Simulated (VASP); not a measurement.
# Ga (I4/mmm) in VASP: notebook, part 2 of 2

VASP 6.6.1. The steps go on from the part before.

### 3 Single point, PBEsol (volume scaled by 0.91, then relaxed in part)

INCAR reads:

```
PREC = Accurate ; ENCUT = 520
EDIFF = 1E-6 ; ISMEAR = 0
SIGMA = 0.1 ; LREAL = False
LASPH = True ; NELM = 80
ALGO = Normal ; ISIF = 2
LWAVE = False ; LCHARG = False
GGA = PS ; NBANDS = 12
```

KPOINTS reads:

```
Automatic mesh
0
Gamma
  20 20 20
```

POSCAR reads:

```
Ga
1.0
   -1.3597685618      1.3597685618      2.1808957097
    1.3597685618     -1.3597685618      2.1808957097
    1.3597685618      1.3597685618     -2.1808957097
Ga
1
Direct
    0.0000000000      0.0000000000      0.0000000000
```

Potentials or basis: VASP PAW PBE potentials, release 64 (Ga_d).

Run with:

```sh
> cat potpaw_PBE.64/Ga_d/POTCAR > POTCAR
> mpirun -np 1 vasp_std > vasp.out
```

OUTCAR:

```text
PREC = Accurate
   ENCUT = 520
   EDIFF = 1E-6
   ISMEAR = 0
   LREAL = False
   LASPH = True
   NELM = 80
   ISIF = 2
   GGA = PS

 ion  position               nearest neighbor table
   1  0.000  0.000  0.000-

  LATTYP: Found a body centered tetragonal cell.
 ALAT       =     2.7195371236
 C/A-ratio  =     1.6038727258

  Lattice vectors:

 A1 = (  -1.3597685618,   1.3597685618,   2.1808957097)
 A2 = (   1.3597685618,  -1.3597685618,   2.1808957097)
 A3 = (   1.3597685618,   1.3597685618,  -2.1808957097)

Analysis of symmetry for initial positions (statically):
=====================================================================
 Subroutine PRICEL returns:
 Original cell was already a primitive cell.

 Routine SETGRP: Setting up the symmetry group for a
 body centered tetragonal supercell.

 Subroutine GETGRP returns: Found 16 space group operations
 (whereof 16 operations were pure point group operations)
 out of a pool of 16 trial point group operations.

The static configuration has the point symmetry D_4h.

Analysis of symmetry for dynamics (positions and initial velocities):
=====================================================================
[... 170 lines left out ...]
      5      -7.7936      2.00000
      6      -5.3723      2.00000
      7      21.0062      0.00000
      8      21.0062      0.00000
      9      21.0920      0.00000
     10      23.9286      0.00000
     11      24.3038      0.00000
     12      24.9614      0.00000
[... 331 lines left out ...]
 k-point    24 :      -0.3500    0.0500   -0.0000
  band No.  band energies     occupation
      1      -8.1555      2.00000
      2      -8.1007      2.00000
      3      -7.9585      2.00000
      4      -7.8162      2.00000
      5      -7.7743      2.00000
      6      -1.9460      2.00000
      7       7.7174      0.00000
      8      16.3801      0.00000
      9      19.5685      0.00000
     10      21.4549      0.00000
     11      23.0584      0.00000
     12      25.5286      0.00000

 [... further k-points ...]

------------------------ aborting loop because EDIFF is reached ----------------------------------------

  FORCE on cell =-STRESS in cart. coord.  units (eV):
  Direction    XX          YY          ZZ          XY          YZ          ZX
  --------------------------------------------------------------------------------------
  -------------------------------------------------------------------------------------
  Total        0.7294969      0.7294969      0.7162343      0.0000000     -0.0000000      0.0000000
  in kB       72.4618090     72.4618090     71.1444120      0.0000000     -0.0000000      0.0000000
  external PRESSURE =      72.0226766 kB  Pullay stress =       0.0000000 kB

 VOLUME and BASIS-vectors are now :
 -----------------------------------------------------------------------------
  energy-cutoff  :      520.00
  volume of cell :       16.13
      direct lattice vectors                 reciprocal lattice vectors
    -1.359768562  1.359768562  2.180895710     0.000000000  0.367709634  0.229263599
     1.359768562 -1.359768562  2.180895710     0.367709634  0.000000000  0.229263599
     1.359768562  1.359768562 -2.180895710     0.367709634  0.367709634  0.000000000

 POSITION                                       TOTAL-FORCE (eV/Angst)
 -----------------------------------------------------------------------------------
      0.00000      0.00000      0.00000         0.000000     -0.000000      0.000000
 -----------------------------------------------------------------------------------
    total drift:                                0.000000      0.000000      0.000000

  FREE ENERGIE OF THE ION-ELECTRON SYSTEM (eV)
  ---------------------------------------------------
  free  energy   TOTEN  =        -3.3026827449 eV

  energy  without entropy=       -3.3008088058  energy(sigma->0) =       -3.30174578
```

OSZICAR:

```text
N       E                     dE             d eps       ncg     rms          rms(c)
DAV:   1     0.415994126841E+02    0.41599E+02   -0.66440E+03 17112   0.196E+03
DAV:   2    -0.147368218957E+01   -0.43073E+02   -0.41340E+02 16156   0.258E+02
DAV:   3    -0.334488563479E+01   -0.18712E+01   -0.18667E+01 17572   0.442E+01
DAV:   4    -0.335838463159E+01   -0.13499E-01   -0.13497E-01 17824   0.392E+00
DAV:   5    -0.335852187167E+01   -0.13724E-03   -0.13724E-03 18172   0.381E-01    0.114E+00
DAV:   6    -0.331340352252E+01    0.45118E-01   -0.73175E-02 19312   0.605E+00    0.521E-01
DAV:   7    -0.330397130230E+01    0.94322E-02   -0.10099E-02 19156   0.192E+00    0.150E-01
DAV:   8    -0.330268030796E+01    0.12910E-02   -0.98165E-04 19064   0.571E-01    0.727E-03
DAV:   9    -0.330268211182E+01   -0.18039E-05   -0.84944E-06 19892   0.489E-02    0.356E-03
DAV:  10    -0.330268274494E+01   -0.63312E-06   -0.30778E-07 12648   0.972E-03
   1 F= -.33026827E+01 E0= -.33017458E+01  d E =-.187394E-02
```

stdout:

```text
POSCAR found type information on POSCAR Ga
 POSCAR found :  1 types and       1 ions
 scaLAPACK will be used
 -----------------------------------------------------------------------------
|                                                                             |
|                                                                             |
|     You enforced a specific xc type in the INCAR file but a different       |
|     I HOPE YOU KNOW WHAT YOU ARE DOING!                                     |
|                                                                             |
 -----------------------------------------------------------------------------

 LDA part: xc-table for (Slater+PW92), standard interpolation
 POSCAR, INCAR and KPOINTS ok, starting setup
 FFT: planning ... GRIDC
 FFT: planning ... GRID_SOFT
 FFT: planning ... GRID
 WAVECAR not read
 entering main loop
```

Run time: 29 s. Hardware: 1 thread of Intel Xeon 6975P-C (Granite Rapids), shared host; peak memory 0.24 GiB.

Results:

| Item | Value |
| --- | --- |
| Free energy | -3.3027 eV |
| Pressure | 7.2 GPa |

Levels at points of the mesh, in eV from the Fermi level:
| k point | band 4 | band 5 | band 6 | band 7 | band 8 | band 9 |
| --- | --- | --- | --- | --- | --- | --- |
| (0.00, 0.00, 0.00) | -15.00 | -14.81 | -12.39 | 13.99 | 13.99 | 14.07 |
| (0.50, 0.00, 0.00) | -14.77 | -14.72 | -5.08 | -4.81 | 9.13 | 12.93 |
| (0.50, 0.50, 0.00) | -14.77 | -14.63 | -2.55 | -1.06 | 4.24 | 5.24 |
| (0.50, 0.50, 0.50) | -14.73 | -14.73 | -4.22 | -4.00 | 7.02 | 7.02 |

Caveat: the PAW data sets were made with another functional, which shifts forces and pressure a little.
